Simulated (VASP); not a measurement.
Wanted: the native input for a VASP 6.6.1 run.

| Item | Value |
| --- | --- |
| Task | single point |
| Functional | LDA |
| Potentials or basis | VASP PAW LDA potentials, release 64 (Al, Co) |
| Cutoff | 520 eV |
| k mesh | 7 × 7 × 7 |
| Occupations | methfessel-paxton, width 0.15 eV |
| Spin | collinear spin, ferromagnetic start |
| Starting moments | [0.0, 2.5, 2.5, 2.5] μB |
| Dipole correction | no |
| Further INCAR settings | ALGO = Normal; EDIFF = 1e-07; NBANDS = 27 |

The structure of AlCo3 lies in POSCAR:

```
AlCo3
1.0
    3.6219942107      0.0000000000      0.0000000000
    0.0000000000      3.6219942107      0.0000000000
    0.0000000000      0.0000000000      3.6219942107
Al Co
1 3
Direct
    0.0000000000      0.0000000000      0.0000000000
    0.5000000000      0.5000000000      0.0000000000
    0.5000000000      0.0000000000      0.5000000000
    0.0000000000      0.5000000000      0.5000000000
```

These files were run (other wordings do the same):

INCAR

```
ALGO = Normal
EDIFF = 1E-7
ENCUT = 520
GGA = CA
ISIF = 2
ISMEAR = 1
ISPIN = 2
LASPH = T
LCHARG = F
LMAXMIX = 4
LORBIT = 11
LREAL = F
LWAVE = F
MAGMOM = 0 2.5 2.5 2.5
NBANDS = 27
NELM = 150
PREC = Accurate
SIGMA = 0.15
```

KPOINTS

```
k-points
0
Gamma
  7 7 7
```

Potentials or basis: VASP PAW LDA potentials, release 64 (Al, Co).

Run with:

```console
$ cat potpaw_LDA.64/Al/POTCAR potpaw_LDA.64/Co/POTCAR > POTCAR
$ mpirun -np 1 vasp_std > vasp.out
```

Results of the run:

```yaml
Pressure: -19.8 GPa
Net_moment: 3.87 μB per cell
Site_moments: Al -0.03; Co +1.31 μB
Valence_electrons_inside_the_program's_atomic_spheres: Al 0.81; Co 8.24
```

Caveat: the cell stands under tension.

Wall time 50 s on 1 thread of Intel(R) Xeon(R) Platinum 8375C CPU @ 2.90GHz (Ice Lake), with other jobs on the host, peak memory 0.16 GiB.
